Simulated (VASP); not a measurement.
## CO2: single point with PBE

CO2:

```
C O
1.0
     3.31033    0.00000    0.00000
     0.00000    3.31033    0.00000
     0.00000    0.00000    3.31033
C O
2 4
Direct
  0.00000 0.00000 0.00000
  0.50000 0.50000 0.50000
  0.25000 0.25000 0.25000
  0.25000 0.75000 0.75000
  0.75000 0.75000 0.25000
  0.75000 0.25000 0.75000
```

```yaml
Program: VASP 6.6.1
Task: single point
Functional: PBE
Potentials_or_basis: VASP PAW PBE potentials, release 64 (C, O)
Cutoff: 520 eV
k_mesh: 8 × 8 × 8
Occupations: gaussian, width 0.02 eV
Spin: no spin polarisation
```

The pressure is 1.0 GPa. The band gap on the k mesh is 1.20 eV, indirect (least direct gap 1.42 eV).

Levels at points of the mesh, in eV from the valence-band top:
| k point | band 12 | band 13 | band 14 | band 15 | band 16 | band 17 | band 18 | band 19 | band 20 | band 21 |
| --- | --- | --- | --- | --- | --- | --- | --- | --- | --- | --- |
| (0.00, 0.00, 0.00) | -1.70 | -1.70 | -0.22 | -0.22 | -0.22 | 1.20 | 2.95 | 2.95 | 2.95 | 13.96 |
| (0.50, 0.00, 0.00) | -3.73 | -2.28 | -2.28 | -1.81 | -1.81 | 3.87 | 3.87 | 7.75 | 7.75 | 10.03 |
| (0.50, 0.50, 0.00) | -4.62 | -1.47 | -1.47 | -0.33 | -0.33 | 4.87 | 4.87 | 6.73 | 6.73 | 11.87 |
| (0.50, 0.50, 0.50) | -0.53 | -0.53 | 0.00 | 0.00 | 0.00 | 2.21 | 4.48 | 4.48 | 4.48 | 13.44 |

Wall time 26 s on 1 thread of Intel(R) Xeon(R) Platinum 8375C CPU @ 2.90GHz (Ice Lake) (shared host), peak memory 0.16 GiB.

A k mesh can miss the band edges. A hybrid or GW would open this gap; PBE tends to underestimate it.
